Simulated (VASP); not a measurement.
Set up this calculation in VASP 6.6.1, as the native input.

* Task: single point
* Functional: PBE
* Potentials or basis: VASP PAW PBE potentials, release 64 (Cu, Sn_d)
* Cutoff: 520 eV
* k mesh: 6 × 6 × 2
* Occupations: gaussian, width 0.1 eV
* Spin: no spin polarisation
* Dipole correction: no
* Further INCAR settings: ALGO = Normal; EDIFF = 1e-06; NBANDS = 34

The structure of CuSn3 lies in POSCAR:

```
CuSn3
1.0
    3.1086682700      0.0000000000      0.0000000000
   -1.5543341400      2.6921856900      0.0000000000
    0.0000000000      0.0000000000     11.5891013400
Cu Sn
1 3
Direct
    0.3333333300      0.6666666700      0.0000000000
    0.3333333300      0.6666666700      0.5000000000
    0.6666666700      0.3333333300      0.2500000000
    0.6666666700      0.3333333300      0.7500000000
```

These files were run (other wordings do the same):

INCAR

```
SYSTEM = CuSn3
ALGO = Normal
EDIFF = 1E-6
ENCUT = 520
GGA = PE
ISIF = 2
ISMEAR = 0
LASPH = .True.
LCHARG = .False.
LREAL = .False.
LWAVE = .False.
NBANDS = 34
NELM = 60
PREC = Accurate
SIGMA = 0.1
```

KPOINTS

```
k-points
0
Gamma
  6 6 2
  0 0 0
```

Potentials or basis: VASP PAW PBE potentials, release 64 (Cu, Sn_d).

The run is started by

```sh
$ cat potpaw_PBE.64/Cu/POTCAR potpaw_PBE.64/Sn_d/POTCAR > POTCAR
$ mpirun -np 1 vasp_std > vasp.out
```

Results of the run:

```json
{
  "Pressure": "2.3 GPa",
  "Largest force": "1.028 eV/Å"
}
```

Caveat: the k points lie up to 0.39 Å⁻¹ apart; forces of over 1 eV/Å act on the atoms, so gaps and moduli don't describe the material at rest.

Wall time 96 s on 1 thread of AMD EPYC 7571 (shared host), peak memory 0.19 GiB.
